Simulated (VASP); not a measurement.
# Ti3Si2 (P6_3/m) in VASP: notebook, part 2 of 2

VASP 6.6.1. Earlier steps stand in the parts before.

**4. Relaxation of cell and atoms, PBE**

This run uses another cell than the first one, of 16.96 Å³/atom.

INCAR

```
ALGO = Fast ; EDIFF = 1E-6
EDIFFG = -0.04 ; ENCUT = 600
GGA = PE ; IBRION = 2
ISIF = 3 ; ISMEAR = 0
LASPH = True ; LCHARG = False
LREAL = False ; LWAVE = False
NELM = 100 ; NSW = 90
PREC = Accurate ; SIGMA = 0.1
```

KPOINTS

```
k-points
0
Gamma
  3 3 4
```

POSCAR

```
Ti3Si2
1.0
    6.7946779900      0.0000000000      0.0000000000
   -3.3973390000      5.8843637500      0.0000000000
    0.0000000000      0.0000000000      4.2427434200
Ti Si
6 4
Direct
    0.9212909600      0.6165569700      0.7500000000
    0.0787090400      0.3834430300      0.2500000000
    0.6952660100      0.0787090400      0.7500000000
    0.3047339900      0.9212909600      0.2500000000
    0.3834430300      0.3047339900      0.7500000000
    0.6165569700      0.6952660100      0.2500000000
    0.3333333300      0.6666666700      0.7500000000
    0.6666666700      0.3333333300      0.2500000000
    0.0000000000      0.0000000000      0.0000000000
    0.0000000000      0.0000000000      0.5000000000
```

Potentials or basis: VASP PAW PBE potentials, release 64 (Ti_sv, Si).

Started as:

```console
cat potpaw_PBE.64/Ti_sv/POTCAR potpaw_PBE.64/Si/POTCAR > POTCAR
mpirun -np 1 vasp_std > vasp.out
```

OUTCAR:

```text
EDIFF = 1E-6
   EDIFFG = -0.04
   ENCUT = 600
   GGA = PE
   IBRION = 2
   ISIF = 3
   ISMEAR = 0
   LASPH = True
   LREAL = False
   NELM = 100
   NSW = 90
   PREC = Accurate

 ion  position               nearest neighbor table
   1  0.921  0.617  0.750-   9 2.61  10 2.61   7 2.65   8 2.80   8 2.80
   2  0.079  0.383  0.250-   9 2.61  10 2.61   8 2.65   7 2.80   7 2.80
   3  0.695  0.079  0.750-   9 2.61  10 2.61   7 2.65   8 2.80   8 2.80
   4  0.305  0.921  0.250-   9 2.61  10 2.61   8 2.65   7 2.80   7 2.80
   5  0.383  0.305  0.750-   9 2.61  10 2.61   7 2.65   8 2.80   8 2.80
   6  0.617  0.695  0.250-   9 2.61  10 2.61   8 2.65   7 2.80   7 2.80
   7  0.333  0.667  0.750-   1 2.65   3 2.65   5 2.65   4 2.80   4 2.80   2 2.80   2 2.80   6 2.80
                             6 2.80
   8  0.667  0.333  0.250-   2 2.65   4 2.65   6 2.65   3 2.80   3 2.80   1 2.80   1 2.80   5 2.80
                             5 2.80
   9  0.000  0.000  0.000-  10 2.12  10 2.12   5 2.61   6 2.61   3 2.61   4 2.61   1 2.61   2 2.61

  10  0.000  0.000  0.500-   9 2.12   9 2.12   5 2.61   6 2.61   3 2.61   4 2.61   1 2.61   2 2.61

  LATTYP: Found a hexagonal cell.
 ALAT       =     6.7946779900
 C/A-ratio  =     0.6244215585
[... 321 lines left out ...]

------------------------ aborting loop because EDIFF is reached ----------------------------------------
[... 83 lines left out ...]
--------------------------------------- Ionic step       11  -------------------------------------------

 number of electron      87.9999997 magnetization

 Free energy of the ion-electron system (eV)
  ---------------------------------------------------
  ext. energy  EPLUGINS =         0.00000000
  ---------------------------------------------------
  free energy    TOTEN  =       -72.61799705 eV

  energy without entropy =      -72.56871249  energy(sigma->0) =      -72.59335477

 E-fermi :   8.4128     XC(G=0): -11.2826

 val. band max:        8.3951284139   @ k =   0.3333   0.0000   0.5000
 cond. band min:       8.4550961355   @ k =   0.3333   0.3333   0.2500
 fundamental gap:      0.0599677216
 Fermi energy:         8.4127802822

 k-point     1 :       0.0000    0.0000    0.0000
  band No.  band energies     occupation
      1     -48.2629      2.00000
      2     -48.2261      2.00000
      3     -48.2016      2.00000
      4     -48.2016      2.00000
      5     -48.1978      2.00000
      6     -48.1978      2.00000
[... 521 lines left out ...]
  FREE ENERGIE OF THE ION-ELECTRON SYSTEM (eV)
  ---------------------------------------------------
  free  energy   TOTEN  =       -72.6179970539 eV

  energy  without entropy=      -72.5687124926  energy(sigma->0) =      -72.59335477

 reached required accuracy - stopping structural energy minimisation
```

OSZICAR:

```text
N       E                     dE             d eps       ncg     rms          rms(c)
DAV:   1     0.120321782846E+04    0.12032E+04   -0.46646E+04   936   0.210E+03
DAV:   2     0.910437095653E+02   -0.11122E+04   -0.10962E+04   936   0.632E+02
DAV:   3    -0.626515955842E+02   -0.15370E+03   -0.15047E+03  1396   0.197E+02
[... 607 lines left out ...]
RMM:   8    -0.726179889190E+02   -0.63594E-05   -0.70002E-05  1406   0.301E-02    0.487E-03
RMM:   9    -0.726179914185E+02   -0.24994E-05   -0.32143E-05  1328   0.247E-02    0.204E-03
RMM:  10    -0.726179945050E+02   -0.30865E-05   -0.33875E-05  1241   0.199E-02    0.170E-03
RMM:  11    -0.726179953178E+02   -0.81289E-06   -0.13112E-05  1145   0.161E-02    0.795E-04
RMM:  12    -0.726179964398E+02   -0.11219E-05   -0.15371E-05  1124   0.142E-02    0.614E-04
RMM:  13    -0.726179970539E+02   -0.61417E-06   -0.77410E-06   998   0.120E-02
  11 F= -.72617997E+02 E0= -.72593355E+02  d E =-.107484E-02
```

CONTCAR:

```text
Ti3Si2
   1.00000000000000
     6.5254185805031630    0.0000001602302803   -0.0000000000000000
    -3.2627094333996012    5.6511781810372135    0.0000000000000000
     0.0000000000000000    0.0000000000000000    4.4269313666857171
  Ti              Si
     6     4
Direct
     0.8973926737331034    0.5969220490542787    0.7500000000000000
     0.1026073262668964    0.4030779509457214    0.2500000000000000
     0.6995293753212762    0.1026073262673812    0.7500000000000000
     0.3004706246787238    0.8973926737326187    0.2500000000000000
     0.4030779509456202    0.3004706246783401    0.7500000000000000
     0.5969220490543800    0.6995293753216599    0.2500000000000000
     0.3333333300000021    0.6666666699999979    0.7500000000000000
     0.6666666699999979    0.3333333300000021    0.2500000000000000
     0.0000000000000000    0.0000000000000000    0.0000000000000000
     0.0000000000000000    0.0000000000000000    0.5000000000000000

  0.00000000E+00  0.00000000E+00  0.00000000E+00
  0.00000000E+00  0.00000000E+00  0.00000000E+00
  0.00000000E+00  0.00000000E+00  0.00000000E+00
  0.00000000E+00  0.00000000E+00  0.00000000E+00
  0.00000000E+00  0.00000000E+00  0.00000000E+00
  0.00000000E+00  0.00000000E+00  0.00000000E+00
  0.00000000E+00  0.00000000E+00  0.00000000E+00
  0.00000000E+00  0.00000000E+00  0.00000000E+00
  0.00000000E+00  0.00000000E+00  0.00000000E+00
  0.00000000E+00  0.00000000E+00  0.00000000E+00
```

It took 45 min on 1 thread of AMD EPYC 9R45 (Zen 5), shared host; peak memory 0.35 GiB.

Results:

```
Free energy                           : -72.6180 eV
Relaxed volume                        : 16.32 Å³/atom
Relaxed cell                          : a = 6.525 Å, b = 6.525 Å, c = 4.427 Å, α = 90.00°, β = 90.00°, γ = 120.00°
Space group after relaxing (to 0.1 Å) : P6_3/m (No. 176)
Energy gained by relaxing             : 67.7 meV/atom
Ionic steps                           : 11
Pressure after relaxing               : 0.1 GPa
Largest force after relaxing          : 0.018 eV/Å
Band gap on the k mesh                : zero (bands 44 and 45 overlap by 0.25 eV)
```

Forces on the atoms (eV/Å):
```
Ti  -0.003  0.017  0.000
Ti   0.003 -0.017  0.000
Ti   0.016 -0.006  0.000
Ti  -0.016  0.006  0.000
Ti  -0.014 -0.011  0.000
Ti   0.014  0.011  0.000
Si   0.000  0.000  0.000
Si   0.000  0.000  0.000
Si   0.000  0.000  0.000
Si   0.000  0.000  0.000
```

Step by step:
| step | energy change (eV) | largest force (eV/Å) | pressure (GPa) | volume (Å³) |
| --- | --- | --- | --- | --- |
| 1 | 0.0000 | 0.7583 | -2.44 | 169.63 |
| 2 | -0.3552 | 0.7750 | 1.48 | 163.27 |
| 3 | -0.3982 | 0.8248 | 3.53 | 160.43 |
| 4 | -0.6076 | 0.4130 | -0.48 | 164.24 |
| 5 | -0.6237 | 0.3257 | -1.30 | 165.21 |
| 6 | -0.6533 | 0.1862 | 0.16 | 163.07 |
| 7 | -0.6659 | 0.1851 | 0.31 | 162.92 |
| 8 | -0.6743 | 0.0954 | -0.08 | 163.49 |
| 9 | -0.6758 | 0.0478 | -0.33 | 163.81 |
| 10 | -0.6767 | 0.0003 | 0.28 | 163.04 |
| 11 | -0.6768 | 0.0176 | 0.09 | 163.25 |

Final structure:
```cif
data_structure
_symmetry_space_group_name_H-M 'P 1'
_symmetry_Int_Tables_number 1
_cell_length_a 6.5254
_cell_length_b 6.5254
_cell_length_c 4.4269
_cell_angle_alpha 90.000
_cell_angle_beta 90.000
_cell_angle_gamma 120.000
_cell_volume 163.25
loop_
_atom_site_label
_atom_site_type_symbol
_atom_site_fract_x
_atom_site_fract_y
_atom_site_fract_z
_atom_site_occupancy
Ti1 Ti 0.89739 0.59692 0.75000 1
Ti2 Ti 0.10261 0.40308 0.25000 1
Ti3 Ti 0.69953 0.10261 0.75000 1
Ti4 Ti 0.30047 0.89739 0.25000 1
Ti5 Ti 0.40308 0.30047 0.75000 1
Ti6 Ti 0.59692 0.69953 0.25000 1
Si1 Si 0.33333 0.66667 0.75000 1
Si2 Si 0.66667 0.33333 0.25000 1
Si3 Si 0.00000 0.00000 0.00000 1
Si4 Si 0.00000 0.00000 0.50000 1
```

Levels at points of the mesh, in eV from the Fermi level:
| k point | band 41 | band 42 | band 43 | band 44 | band 45 | band 46 | band 47 | band 48 |
| --- | --- | --- | --- | --- | --- | --- | --- | --- |
| (0.00, 0.00, 0.00) | -0.55 | -0.55 | -0.34 | -0.18 | -0.18 | -0.14 | -0.14 | 0.80 |
| (0.00, 0.00, 0.50) | -0.40 | -0.40 | -0.18 | -0.18 | 0.64 | 0.64 | 0.85 | 0.85 |

Caveat: the k points lie up to 0.37 Å⁻¹ apart in the final cell.

**5. Single point, PBE**

INCAR

```
SYSTEM = Ti3Si2
ALGO     = Fast           ! electronic algorithm
EDIFF    = 1E-6           ! SCF threshold, eV
ENCUT    = 520            ! plane-wave cutoff, eV
GGA      = PE             ! functional
ISIF     = 2              ! what is computed and relaxed
ISMEAR   = 0              ! smearing method
LASPH    = .True.         ! aspherical terms in the spheres
LCHARG   = .False.        ! write CHGCAR
LREAL    = .False.        ! projectors in reciprocal space
LWAVE    = .False.        ! write WAVECAR
NBANDS   = 55             ! bands
NELM     = 80             ! most SCF steps
PREC     = Accurate       ! precision mode
SIGMA    = 0.1            ! smearing width, eV
```

KPOINTS

```
k-points
0
Gamma
  6 6 8
  0 0 0
```

POSCAR

```
Ti3Si2
1.0
    6.5002937788      0.0000000000      0.0000000000
   -3.2501468894      5.6294195445      0.0000000000
    0.0000000000      0.0000000000      4.4675765504
Ti Si
6 4
Direct
    0.8972359688      0.5990761332      0.7500000000
    0.1027640312      0.4009238668      0.2500000000
    0.7018401643      0.1027640312      0.7500000000
    0.2981598357      0.8972359688      0.2500000000
    0.4009238668      0.2981598357      0.7500000000
    0.5990761332      0.7018401643      0.2500000000
    0.3333333333      0.6666666667      0.7500000000
    0.6666666667      0.3333333333      0.2500000000
    0.0000000000      0.0000000000      0.0000000000
    0.0000000000      0.0000000000      0.5000000000
```

Potentials or basis: VASP PAW PBE potentials, release 64 (Ti_sv, Si).

Started as:

```console
cat potpaw_PBE.64/Ti_sv/POTCAR potpaw_PBE.64/Si/POTCAR > POTCAR
mpirun -np 1 vasp_std > vasp.out
```

OUTCAR:

```text
SYSTEM = Ti3Si2
   EDIFF = 1E-6
   ENCUT = 520
   GGA = PE
   ISIF = 2
   ISMEAR = 0
   LASPH = .True.
   LREAL = .False.
   NELM = 80
   PREC = Accurate

 ion  position               nearest neighbor table
   1  0.897  0.599  0.750-   9 2.60  10 2.60   7 2.64   8 2.76   8 2.76   3 2.81   5 2.81
   2  0.103  0.401  0.250-   9 2.60  10 2.60   8 2.64   7 2.76   7 2.76   4 2.81   6 2.81
   3  0.702  0.103  0.750-   9 2.60  10 2.60   7 2.64   8 2.76   8 2.76   1 2.81   5 2.81
   4  0.298  0.897  0.250-   9 2.60  10 2.60   8 2.64   7 2.76   7 2.76   2 2.81   6 2.81
   5  0.401  0.298  0.750-   9 2.60  10 2.60   7 2.64   8 2.76   8 2.76   1 2.81   3 2.81
   6  0.599  0.702  0.250-   9 2.60  10 2.60   8 2.64   7 2.76   7 2.76   2 2.81   4 2.81
   7  0.333  0.667  0.750-   3 2.64   5 2.64   1 2.64   4 2.76   4 2.76   2 2.76   2 2.76   6 2.76
                             6 2.76
   8  0.667  0.333  0.250-   4 2.64   6 2.64   2 2.64   3 2.76   3 2.76   1 2.76   1 2.76   5 2.76
                             5 2.76
   9  0.000  0.000  0.000-  10 2.23  10 2.23   1 2.60   2 2.60   5 2.60   6 2.60   3 2.60   4 2.60

  10  0.000  0.000  0.500-   9 2.23   9 2.23   1 2.60   2 2.60   5 2.60   6 2.60   3 2.60   4 2.60

  LATTYP: Found a hexagonal cell.
[... 1598 lines left out ...]
     54      10.3590      0.00000
     55      10.4681      0.00000

 [... further k-points ...]

------------------------ aborting loop because EDIFF is reached ----------------------------------------

  FORCE on cell =-STRESS in cart. coord.  units (eV):
  Direction    XX          YY          ZZ          XY          YZ          ZX
  --------------------------------------------------------------------------------------
  -------------------------------------------------------------------------------------
  Total       -0.0471604     -0.0471604     -0.0520682     -0.0000007      0.0000000     -0.0000000
  in kB       -0.4621887     -0.4621887     -0.5102866     -0.0000071      0.0000000     -0.0000000
  external PRESSURE =      -0.4782214 kB  Pullay stress =       0.0000000 kB

 VOLUME and BASIS-vectors are now :
 -----------------------------------------------------------------------------
  energy-cutoff  :      520.00
  volume of cell :      163.48
      direct lattice vectors                 reciprocal lattice vectors
     6.500293779  0.000000000  0.000000000     0.153839201  0.088819104  0.000000000
    -3.250146889  5.629419545  0.000000000     0.000000000  0.177638208  0.000000000
     0.000000000  0.000000000  4.467576550     0.000000000  0.000000000  0.223835001

 POSITION                                       TOTAL-FORCE (eV/Angst)
 -----------------------------------------------------------------------------------
      3.88521      3.37245      3.35068         0.003705     -0.007334      0.000000
     -0.63507      2.25697      1.11689        -0.003705      0.007334     -0.000000
      4.22817      0.57850      3.35068        -0.008204      0.000458     -0.000000
     -0.97802      5.05092      1.11689         0.008204     -0.000458      0.000000
      1.63706      1.67847      3.35068         0.004498      0.006876     -0.000000
      1.61309      3.95095      1.11689        -0.004498     -0.006876      0.000000
     -0.00000      3.75295      3.35068        -0.000000      0.000000     -0.000000
      3.25015      1.87647      1.11689        -0.000000      0.000000      0.000000
      0.00000      0.00000      0.00000        -0.000000      0.000000     -0.000000
      0.00000      0.00000      2.23379        -0.000000      0.000000     -0.000000
 -----------------------------------------------------------------------------------
    total drift:                                0.000000      0.000000     -0.000000

  FREE ENERGIE OF THE ION-ELECTRON SYSTEM (eV)
  ---------------------------------------------------
  free  energy   TOTEN  =       -72.5650796585 eV

  energy  without entropy=      -72.4987839194  energy(sigma->0) =      -72.53193179
```

OSZICAR:

```text
N       E                     dE             d eps       ncg     rms          rms(c)
DAV:   1     0.115612936958E+04    0.11561E+04   -0.42500E+04  4400   0.182E+03
DAV:   2     0.794866699345E+02   -0.10766E+04   -0.10540E+04  4400   0.576E+02
DAV:   3    -0.638895483013E+02   -0.14338E+03   -0.13988E+03  6532   0.182E+02
[... 32 lines left out ...]
RMM:  36    -0.725650712525E+02   -0.46805E-05   -0.64757E-05  6998   0.291E-02    0.308E-03
RMM:  37    -0.725650751044E+02   -0.38519E-05   -0.53604E-05  6767   0.263E-02    0.117E-03
RMM:  38    -0.725650773288E+02   -0.22244E-05   -0.33693E-05  6400   0.234E-02    0.155E-03
RMM:  39    -0.725650794389E+02   -0.21101E-05   -0.31361E-05  6158   0.212E-02    0.169E-03
RMM:  40    -0.725650797825E+02   -0.34362E-06   -0.13146E-05  6056   0.194E-02    0.173E-03
RMM:  41    -0.725650796585E+02    0.12401E-06   -0.82439E-06  5808   0.178E-02
   1 F= -.72565080E+02 E0= -.72531932E+02  d E =-.662957E-01
```

Wall time 12 min (1 thread of AMD EPYC 9R45 (Zen 5), shared host); peak memory 0.4 GiB.

What came out:

```
Free energy            : -72.5651 eV
Pressure               : 0.0 GPa
Largest force          : 0.008 eV/Å
Band gap on the k mesh : zero (bands 44 and 45 overlap by 0.30 eV)
```

Forces in eV/Å, atoms in the order of the input:
```
Ti   0.004 -0.007  0.000
Ti  -0.004  0.007  0.000
Ti  -0.008  0.000  0.000
Ti   0.008  0.000  0.000
Ti   0.004  0.007  0.000
Ti  -0.004 -0.007  0.000
Si   0.000  0.000  0.000
Si   0.000  0.000  0.000
Si   0.000  0.000  0.000
Si   0.000  0.000  0.000
```

Levels at points of the mesh, in eV from the Fermi level:
```
           k point  band 42  band 43  band 44  band 45  band 46  band 47
(0.00, 0.00, 0.00)    -0.54    -0.31    -0.16    -0.16    -0.13    -0.13
(0.50, 0.00, 0.00)    -0.38    -0.35    -0.30    -0.05     0.11     0.97
(0.00, 0.00, 0.50)    -0.37    -0.16    -0.16     0.60     0.60     0.87
(0.50, 0.00, 0.50)    -0.20    -0.06    -0.06     0.25     0.25     0.95
```

**6. The runs side by side**

| task | cell | k mesh | cutoff (eV) | gap on the mesh (eV) | pressure (GPa) | largest force (eV/Å) |
| --- | --- | --- | --- | --- | --- | --- |
| single point | a = 6.534, b = 6.534, c = 4.425 Å, angles 90.0, 90.0, 120.0°, 10 atoms, atomic positions A | 3 × 3 × 4 | 520 | none | -0.2 | 0.01 |
| single point | a = 6.795, b = 6.795, c = 4.243 Å, angles 90.0, 90.0, 120.0°, 10 atoms, atomic positions B | 3 × 3 × 4 | 520 | none | -2.4 | 0.77 |
| relaxation of cell and atoms | relaxed from a = 6.795, b = 6.795, c = 4.243 Å, angles 90.0, 90.0, 120.0°, 10 atoms, atomic positions B | 3 × 3 × 4 | 600 | none | 0.1 | 0.02 |
| single point | a = 6.500, b = 6.500, c = 4.468 Å, angles 90.0, 90.0, 120.0°, 10 atoms, atomic positions C | 6 × 6 × 8 | 520 | none | 0.0 | 0.01 |

Alike in all rows: level PBE; potentials or basis VASP PAW PBE potentials, release 64 (Ti_sv, Si); no spin polarisation; smearing gaussian 0.1 eV.

Caveats: some runs use coarse meshes.

Absolute energies hang on the potentials; compare differences alone.
